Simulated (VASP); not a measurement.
# Cr (Im-3m) in VASP: single point with PBE

Aim: the single point of Cr with PBE.

Everything below comes from runs of VASP 6.6.1. Logs are shortened: lines on timing, memory, paths and dates and some standing lists are left out, and cuts for length are marked.

## 1. The cell of the first run

Symmetry: Im-3m, No. 229, cubic system. Conventional cell: a = 2.884 Å, b = 2.884 Å, c = 2.884 Å, α = 90.00°, β = 90.00°, γ = 90.00°. Within 3.3 Å of Cr (site symmetry m-3m) lie 14 Cr at 2.50 to 2.88 Å.

## 2. Single point, PBE, collinear spin, ferromagnetic start

File INCAR:

```
SYSTEM = Cr
ALGO = Normal
EDIFF = 1E-7
ENCUT = 520
GGA = PE
ISIF = 2
ISMEAR = -1
ISPIN = 2
LASPH = .True.
LCHARG = .False.
LMAXMIX = 4
LORBIT = 11
LREAL = .False.
LWAVE = .False.
MAGMOM = 3 3 3 3
NBANDS = 36
NELM = 150
PREC = Accurate
SIGMA = 0.08
```

File KPOINTS:

```
k-points
0
Gamma
  9 9 9
  0 0 0
```

File POSCAR:

```
Cr
1.0
    0.0000000000      2.8839000000      2.8839000000
    2.8839000000      0.0000000000      2.8839000000
    2.8839000000      2.8839000000      0.0000000000
Cr
4
Direct
    0.0000000000      0.0000000000      0.0000000000
    0.2500000000      0.2500000000      0.2500000000
    0.5000000000      0.5000000000      0.5000000000
    0.7500000000      0.7500000000      0.7500000000
```

Potentials or basis: VASP PAW PBE potentials, release 64 (Cr_pv).

The run is started by

```
$ cat potpaw_PBE.64/Cr_pv/POTCAR > POTCAR
$ mpirun -np 1 vasp_std > vasp.out
```

OUTCAR:

```text
SYSTEM = Cr
   EDIFF = 1E-7
   ENCUT = 520
   GGA = PE
   ISIF = 2
   ISMEAR = -1
   ISPIN = 2
   LASPH = .True.
   LORBIT = 11
   LREAL = .False.
   NELM = 150
   PREC = Accurate

 ion  position               nearest neighbor table
   1  0.000  0.000  0.000-   4 2.50   4 2.50   4 2.50   2 2.50   4 2.50   2 2.50   2 2.50   2 2.50
                             3 2.88   3 2.88   3 2.88   3 2.88   3 2.88   3 2.88
   2  0.250  0.250  0.250-   1 2.50   1 2.50   1 2.50   1 2.50   3 2.50   3 2.50   3 2.50   3 2.50
                             4 2.88   4 2.88   4 2.88   4 2.88   4 2.88   4 2.88
   3  0.500  0.500  0.500-   2 2.50   2 2.50   2 2.50   2 2.50   4 2.50   4 2.50   4 2.50   4 2.50
                             1 2.88   1 2.88   1 2.88   1 2.88   1 2.88   1 2.88
   4  0.750  0.750  0.750-   3 2.50   3 2.50   3 2.50   1 2.50   3 2.50   1 2.50   1 2.50   1 2.50
                             2 2.88   2 2.88   2 2.88   2 2.88   2 2.88   2 2.88

  LATTYP: Found a face centered cubic cell.
 ALAT       =     5.7678000000

  Lattice vectors:

 A1 = (   0.0000000000,   2.8839000000,   2.8839000000)
 A2 = (   2.8839000000,   0.0000000000,   2.8839000000)
 A3 = (   2.8839000000,   2.8839000000,   0.0000000000)

Analysis of symmetry for initial positions (statically):
=====================================================================
 Subroutine PRICEL returns following result:

  LATTYP: Found a body centered cubic cell.
 ALAT       =     2.8839000000
[... 12 lines left out ...]
 Subroutine GETGRP returns: Found 48 space group operations
 (whereof 48 operations were pure point group operations)
 out of a pool of 48 trial point group operations.

The static configuration has the point symmetry O_h .

Analysis of symmetry for dynamics (positions and initial velocities):
=====================================================================
 Subroutine PRICEL returns following result:

  LATTYP: Found a body centered cubic cell.
 ALAT       =     2.8839000000
[... 12 lines left out ...]
 Subroutine GETGRP returns: Found 48 space group operations
 (whereof 48 operations were pure point group operations)
 out of a pool of 48 trial point group operations.

The dynamic configuration has the point symmetry O_h .

Analysis of structural, dynamic, and magnetic symmetry:
=====================================================================
 Subroutine PRICEL returns following result:

  LATTYP: Found a body centered cubic cell.
 ALAT       =     2.8839000000
[... 12 lines left out ...]
 Subroutine GETGRP returns: Found 48 space group operations
 (whereof 48 operations were pure point group operations)
 out of a pool of 48 trial point group operations.

The overall configuration has the point symmetry O_h .

 Subroutine INISYM returns: Found 48 space group operations
 (whereof 48 operations are pure point group operations),
 and found     4 'primitive' translations

----------------------------------------------------------------------------------------

                                     Primitive cell

  volume of cell :      11.9925

  direct lattice vectors                    reciprocal lattice vectors
    -1.441950000 -1.441950000 -1.441950000    -0.346752661 -0.346752661  0.000000000
     1.441950000 -1.441950000  1.441950000     0.000000000 -0.346752661  0.346752661
    -1.441950000  1.441950000  1.441950000    -0.346752661  0.000000000  0.346752661

  length of vectors
     2.497530662  2.497530662  2.497530662     0.490382316  0.490382316  0.490382316

  position of ions in fractional coordinates (direct lattice)
     0.000000000  0.000000000  0.000000000

  ion indices of the primitive-cell ions
   primitive index   ion index
                 1           1

----------------------------------------------------------------------------------------

 KPOINTS: k-points

Automatic generation of k-mesh.
 Grid dimensions read from file:
 generate k-points for:    9    9    9

 Generating k-lattice:

  Cartesian coordinates                     Fractional coordinates (reciprocal lattice)
    -0.019264037  0.019264037  0.019264037     0.111111111  0.000000000  0.000000000
     0.019264037 -0.019264037  0.019264037     0.000000000  0.111111111  0.000000000
     0.019264037  0.019264037 -0.019264037     0.000000000  0.000000000  0.111111111

  Length of vectors
     0.033366290  0.033366290  0.033366290

  Shift w.r.t. Gamma in fractional coordinates (k-lattice)
     0.000000000  0.000000000  0.000000000

 Subroutine IBZKPT returns following result:
 ===========================================

 Found     35 irreducible k-points:

 Following reciprocal coordinates:
            Coordinates               Weight
  0.000000  0.000000  0.000000      1.000000
  0.111111  0.000000  0.000000      8.000000
  0.222222  0.000000  0.000000      8.000000
  0.333333  0.000000  0.000000      8.000000
  0.444444  0.000000  0.000000      8.000000
  0.111111  0.111111  0.000000      6.000000
[... 16 lines left out ...]
 -0.333333  0.333333  0.000000     12.000000
  0.444444  0.444444  0.000000      6.000000
 [... further k-points ...]
   k-points           NKPTS =     35   k-points in BZ     NKDIM =     35   number of bands    NBANDS=     36
   number of dos      NEDOS =    301   number of ions     NIONS =      4
   total plane-waves  NPLWV =  27000
   dimension x,y,z NGX =    30 NGY =   30 NGZ =   30
   dimension x,y,z NGXF=    60 NGYF=   60 NGZF=   60
   ions per type =               4
   NGX,Y,Z   is equivalent  to a cutoff of  12.23, 12.23, 12.23 a.u.
   NGXF,Y,Z  is equivalent  to a cutoff of  24.46, 24.46, 24.46 a.u.
 SYSTEM =  Cr
   PREC   = accura    normal or accurate (medium, high low for compatibility)
   ISTART =      0    job   : 0-new  1-cont  2-samecut
   ICHARG =      2    charge: 1-file 2-atom 10-const
   ISPIN  =      2    spin polarized calculation?
   LNONCOLLINEAR =      F non collinear calculations
   LSORBIT =      F    spin-orbit coupling
   LASPH  =      T    aspherical Exc in radial PAW
   ENCUT  =  520.0 eV  38.22 Ry    6.18 a.u.   7.58  7.58  7.58*2*pi/ulx,y,z
   NELM   =    150;   NELMIN=  2; NELMDL= -5     # of ELM steps
   EDIFF  = 0.1E-06   stopping-criterion for ELM
   LREAL  =      F    real-space projection
   EDIFFG = 0.1E-05   stopping-criterion for IOM
   NSW    =      0    number of steps for IOM
   IBRION =     -1    ionic relax: 0-MD 1-quasi-New 2-CG
   NFREE  =      0    steps in history (QN), initial steepest desc. (CG)
   ISIF   =      2    stress and relaxation
   ISYM   =      2    0-nonsym 1-usesym 2-fastsym
   POTIM  = 0.5000    time-step for ionic-motion
   TEBEG  =    0.0;   TEEND  =   0.0 temperature during run
   PSTRESS=    0.0 pullay stress
   NELECT =      48.0000    total number of electrons
   NUPDOWN=      -1.0000    fix difference up-down
   EMIN   =  10.00;   EMAX   =-10.00  energy-range for DOS
   EFERMI =   0.00;   METHOD = LEGACY
   ISMEAR =    -1;   SIGMA  =   0.08  broadening in eV -4-tet -1-fermi 0-gaus
   EFERMI_NEDOS =   21; number of points for ismear=-14 and -15
   IALGO  =     38    algorithm
   IMIX   =      4    mixing-type and parameters
     AMIX     =   0.40;   BMIX     =  1.00
     AMIX_MAG =   1.60;   BMIX_MAG =  1.00
  volume/ion in A,a.u.               =      11.99        80.93
  Fermi-wavevector in a.u.,A,eV,Ry     =   1.637439  3.094310 36.480015  2.681205
  Thomas-Fermi vector in A             =   2.728578
   LORBIT       =     11    0 simple, 1 ext, 2 COOP (PROOUT), +10 PAW based schemes
   GGA     = PE    functional components
   LHFCALC =     F    Hartree Fock is set to
   AEXX    =    0.0000 exact exchange contribution
   IVDW    =     0    specifies the selected vdW correction
   LEPSILON=     F    determine dielectric tensor
   LRPA    =     F    only Hartree local field effects (RPA)
 spin polarized calculation
  energy-cutoff  :      520.00
  volume of cell :       47.97
 maximum number of plane-waves:      1311
   NGX = 15   NGY = 15   NGZ = 15

 number of electron      48.0000009 magnetization       0.0000178

 number of electron      48.0000009 magnetization      -0.0000004

 Free energy of the ion-electron system (eV)
  ---------------------------------------------------
  ext. energy  EPLUGINS =         0.00000000
  ---------------------------------------------------
  free energy    TOTEN  =       -38.03285840 eV

  energy without entropy =      -37.96547313  energy(sigma->0) =      -37.99916576

 E-fermi :  10.4308     XC(G=0): -13.4579

 val. band max:       10.4229043859   @ k =  -0.2222   0.1111   0.0000
 cond. band min:      10.4602353162   @ k =  -0.4444   0.4444   0.1111
 fundamental gap:      0.0373309303
 Fermi energy:        10.4307547894

 spin component 1

 k-point     1 :       0.0000    0.0000    0.0000
  band No.  band energies     occupation
      1     -32.8950      1.00000
      2     -32.8950      1.00000
      3     -32.8950      1.00000
      4     -32.7350      1.00000
      5     -32.7350      1.00000
      6     -32.7350      1.00000
[... 925 lines left out ...]
     35      13.4191      0.00000
     36      13.4191      0.00000

 [... further k-points ...]

 spin component 2

 k-point     1 :       0.0000    0.0000    0.0000
  band No.  band energies     occupation
      1     -32.8950      1.00000
      2     -32.8950      1.00000
      3     -32.8950      1.00000
      4     -32.7350      1.00000
      5     -32.7350      1.00000
      6     -32.7350      1.00000
[... 925 lines left out ...]
     35      13.4191      0.00000
     36      13.4191      0.00000

 [... further k-points ...]
[... 5 lines left out ...]
  --------------------------------------------------------------------------------------
  -------------------------------------------------------------------------------------
  Total       -2.7630687     -2.7630687     -2.7630687      0.0000000      0.0000000      0.0000000
  in kB      -92.2851182    -92.2851182    -92.2851182      0.0000000      0.0000000      0.0000000
  external PRESSURE =     -92.2851182 kB  Pullay stress =       0.0000000 kB

 VOLUME and BASIS-vectors are now :
 -----------------------------------------------------------------------------
  energy-cutoff  :      520.00
  volume of cell :       47.97
      direct lattice vectors                 reciprocal lattice vectors
     0.000000000  2.883900000  2.883900000    -0.173376331  0.173376331  0.173376331
     2.883900000  0.000000000  2.883900000     0.173376331 -0.173376331  0.173376331
     2.883900000  2.883900000  0.000000000     0.173376331  0.173376331 -0.173376331

 POSITION                                       TOTAL-FORCE (eV/Angst)
 -----------------------------------------------------------------------------------
      0.00000      0.00000      0.00000        -0.000000     -0.000000     -0.000000
      1.44195      1.44195      1.44195         0.000000     -0.000000     -0.000000
      2.88390      2.88390      2.88390        -0.000000     -0.000000      0.000000
      4.32585      4.32585      4.32585         0.000000      0.000000      0.000000
 -----------------------------------------------------------------------------------
    total drift:                                0.000000     -0.000000     -0.000000

  FREE ENERGIE OF THE ION-ELECTRON SYSTEM (eV)
  ---------------------------------------------------
  free  energy   TOTEN  =       -38.0328584016 eV

  energy  without entropy=      -37.9654731259  energy(sigma->0) =      -37.99916576

 total charge

# of ion       s       p       d       tot
------------------------------------------
    1        0.427   6.383   4.168  10.978
    2        0.427   6.383   4.168  10.978
    3        0.427   6.383   4.168  10.978
    4        0.427   6.383   4.168  10.978
--------------------------------------------------
tot          1.708  25.533  16.670  43.911

 magnetization (x)

# of ion       s       p       d       tot
------------------------------------------
    1        0.000  -0.000   0.000   0.000
    2        0.000  -0.000   0.000   0.000
    3        0.000  -0.000   0.000   0.000
    4        0.000  -0.000   0.000   0.000
--------------------------------------------------
tot          0.000  -0.000   0.000   0.000
```

Run time: 4.2 min. Hardware: 1 thread of Intel Xeon 8259CL, shared host; peak memory 0.24 GiB.

Results:

```yaml
Free_energy: -38.0329 eV
Pressure: -9.2 GPa
Band_gap_on_the_k_mesh: zero (filled and empty bands overlap)
Net_moment: 0.00 μB per cell
Valence_electrons_inside_the_program's_atomic_spheres: Cr 10.98
```

Levels at points of the mesh, in eV from the Fermi level:
Spin up:
```csv
k point,band 22,band 23,band 24,band 25,band 26,band 27
"(0.00, 0.00, 0.00)",-0.85,-0.85,-0.85,1.10,1.10,1.48
```
Spin down:
```tsv
k point	band 20	band 21	band 22	band 23	band 24	band 25	band 26	band 27	band 28	band 29
(0.00, 0.00, 0.00)	-2.22	-2.22	-0.85	-0.85	-0.85	1.10	1.10	1.48	1.48	1.48
```

Caveat: the cell stands under tension.
